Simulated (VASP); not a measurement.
Input of a VASP 6.6.1 run:

File INCAR:

```
SYSTEM = ZrH6Pb2
ALGO = Normal
EDIFF = 1E-6
EDIFFG = -0.04
ENCUT = 600
GGA = PE
IBRION = 2
ISIF = 3
ISMEAR = 0
LASPH = .True.
LCHARG = .False.
LREAL = .False.
LWAVE = .False.
NELM = 100
NSW = 90
PREC = Accurate
SIGMA = 0.1
```

Contents of KPOINTS:

```
k-points
0
Gamma
  4 4 4
  0 0 0
```

The input POSCAR:

```
ZrH6Pb2
1.0
    0.0000000000      3.8961886700      3.8961886700
    3.8961886700      0.0000000000      3.8961886700
    3.8961886700      3.8961886700      0.0000000000
Zr H Pb
1 6 2
Direct
    0.0000000000      0.0000000000      0.0000000000
    0.7632200000      0.2367800000      0.2367800000
    0.2367800000      0.7632200000      0.2367800000
    0.2367800000      0.7632200000      0.7632200000
    0.7632200000      0.2367800000      0.7632200000
    0.2367800000      0.2367800000      0.7632200000
    0.7632200000      0.7632200000      0.2367800000
    0.2500000000      0.2500000000      0.2500000000
    0.7500000000      0.7500000000      0.7500000000
```

Potentials or basis: VASP PAW PBE potentials, release 64 (Zr_sv, H, Pb_d).

The run is started by

```sh
$ cat potpaw_PBE.64/Zr_sv/POTCAR potpaw_PBE.64/H/POTCAR potpaw_PBE.64/Pb_d/POTCAR > POTCAR
$ mpirun -np 1 vasp_std > vasp.out
```

(1) Predict the relaxed cell.

(2) What does it give for the relaxed volume?

Results:

(1) a = 5.468 Å, b = 5.468 Å, c = 5.468 Å, α = 60.00°, β = 60.00°, γ = 60.00°.

(2) 12.84 Å³/atom.
